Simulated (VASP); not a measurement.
KCl:

```
K Cl
1.0
     0.00000    3.11481    3.11481
     3.11481    0.00000    3.11481
     3.11481    3.11481    0.00000
K Cl
1 1
Direct
  0.00000 0.00000 0.00000
  0.50000 0.50000 0.50000
```

| Quantity | Value |
| --- | --- |
| Program | VASP 6.6.1 |
| Task | relaxation of cell and atoms |
| Functional | LDA |
| Potentials or basis | VASP PAW LDA potentials, release 64 (K_sv, Cl) |
| Cutoff | 500 eV |
| k mesh | 5 × 5 × 5 |
| Occupations | methfessel-paxton, width 0.01 eV |
| Spin | no spin polarisation |

At the start: pressure -1.5 GPa; volume 30.22 Å³/atom.

Where does the relaxation end?

Over 3 steps the energy falls by 10.1 meV/atom and the volume is 28.21 Å³/atom (-6.7 %); space group Fm-3m (No. 225, to 0.05 Å).

Step by step:
```tsv
step	energy change (eV)	largest force (eV/Å)	pressure (GPa)	volume (Å³)
1	0.0000	0.0000	-1.46	60.44
2	-0.0163	0.0000	-0.71	58.07
3	-0.0203	0.0000	-0.05	56.42
```

Final structure:
```cif
data_structure
_symmetry_space_group_name_H-M 'P 1'
_symmetry_Int_Tables_number 1
_cell_length_a 4.3051
_cell_length_b 4.3051
_cell_length_c 4.3051
_cell_angle_alpha 60.000
_cell_angle_beta 60.000
_cell_angle_gamma 60.000
_cell_volume 56.42
loop_
_atom_site_label
_atom_site_type_symbol
_atom_site_fract_x
_atom_site_fract_y
_atom_site_fract_z
_atom_site_occupancy
K1 K 0.00000 0.00000 0.00000 1
Cl1 Cl 0.50000 0.50000 0.50000 1
```
